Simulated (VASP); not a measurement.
Ta8O21 (a cell with a defect), 29 atoms in the cell. The cell holds a defect, 29 atoms: a = 12.505 Å, b = 6.727 Å, c = 13.272 Å, α = 68.64°, β = 30.07°, γ = 81.29°. 

* Program: VASP 6.6.1
* Task: single point
* Functional: PBEsol
* Potentials or basis: VASP PAW PBE potentials, release 64 (Ta_pv, O)
* Cutoff: 520 eV
* k mesh: 1 × 1 × 1, shifted
* Occupations: fermi-dirac, width 0.01 eV
* Spin: no spin polarisation
* Dipole correction: no
* Charge: -2
* Further INCAR settings: ALGO = Normal; EDIFF = 1e-06; NBANDS = 127; NELECT = 216.0

Potentials or basis: VASP PAW PBE potentials, release 64 (Ta_pv, O).

Run with:

```sh
$ cat potpaw_PBE.64/Ta_pv/POTCAR potpaw_PBE.64/O/POTCAR > POTCAR
$ mpirun -np 1 vasp_std > vasp.out
```

Hardware: 1 thread of Intel(R) Xeon(R) 6975P-C (Granite Rapids), with other jobs on the host.

Question: How long does it take, and how much memory?

Answer: Wall time 8.8 min on 1 thread of Intel(R) Xeon(R) 6975P-C (Granite Rapids), with other jobs on the host, peak memory 0.93 GiB. Counts: scf iterations 18, k points 4.
